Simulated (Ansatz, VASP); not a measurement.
# One calculation of MgO, two programs

```
CELL_PARAMETERS angstrom
0.00000 2.00495 2.00495
2.00495 0.00000 2.00495
2.00495 2.00495 0.00000
ATOMIC_POSITIONS crystal
Mg 0.00000 0.00000 0.00000
O 0.50000 0.50000 0.50000
```

Change from the starting cell: volume scaled by 0.98, ions relaxed.

Alike in both runs: functional PBE; k mesh 13 × 13 × 13; occupations fermi-dirac, width 0.02 eV; no spin polarisation.

Ansatz relaxed the structure, and its values are those at the end. VASP's run is a single point on that final structure, the one shown.

```csv
,VASP,Ansatz
version,VASP 6.6.1,Ansatz 0.2.0
potentials or method,"VASP PAW PBE potentials, release 64 (Mg, O)","plane-wave PAW, scalar-relativistic"
plane-wave cutoff (eV),600,420
valence electrons in the cell,8,16
```

```csv
,VASP,Ansatz,Ansatz less VASP
gap on the k mesh at the Fermi level (eV),6.30,6.31,+0.008
pressure (GPa),37.1,38.0,+0.89
```

Both programs put the cell under a high pressure, so it lies far from rest at this level. VASP's potentials hold 8 valence electrons a cell and Ansatz's 16, so a difference there can come from the potentials and not from the codes. Ansatz's warnings: stress scf threshold loose.
